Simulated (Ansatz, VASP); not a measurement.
One calculation of Ti2Te2Pt, two programs

```
CELL_PARAMETERS angstrom
5.00916 0.00000 0.00000
-2.50458 4.33806 0.00000
0.00000 0.00000 5.50516
ATOMIC_POSITIONS crystal
Ti 0.33333 0.66667 0.95887
Ti 0.66667 0.33333 0.95887
Te 0.33333 0.66667 0.45893
Te 0.66667 0.33333 0.45893
Pt 0.00000 0.00000 0.96023
```

Alike in both runs: functional PBE; k mesh 6 × 6 × 4; occupations gaussian, width 0.1 eV; no spin polarisation.

Ansatz relaxed the structure, and its values are those at the end. VASP's run is a single point on that final structure, the one shown.

|  | VASP | Ansatz |
| --- | --- | --- |
| version | VASP 6.6.1 | Ansatz 0.2.0 |
| potentials or method | VASP PAW PBE potentials, release 64 (Ti_sv, Te, Pt), cutoff 520 eV | scalar-relativistic, plane waves, PAW |
| valence electrons in the cell | 46 | 74 |

```csv
,VASP,Ansatz,Ansatz less VASP
gap on the k mesh at the Fermi level (eV),none,none,-
pressure (GPa),-0.2,-0.2,+0.05
```

A gap of «none» marks a metal or a gap that the smearing closes. VASP's potentials hold 46 valence electrons a cell and Ansatz's 74, so a difference there can come from the potentials and not from the codes.

Spin-orbit coupling is off throughout.
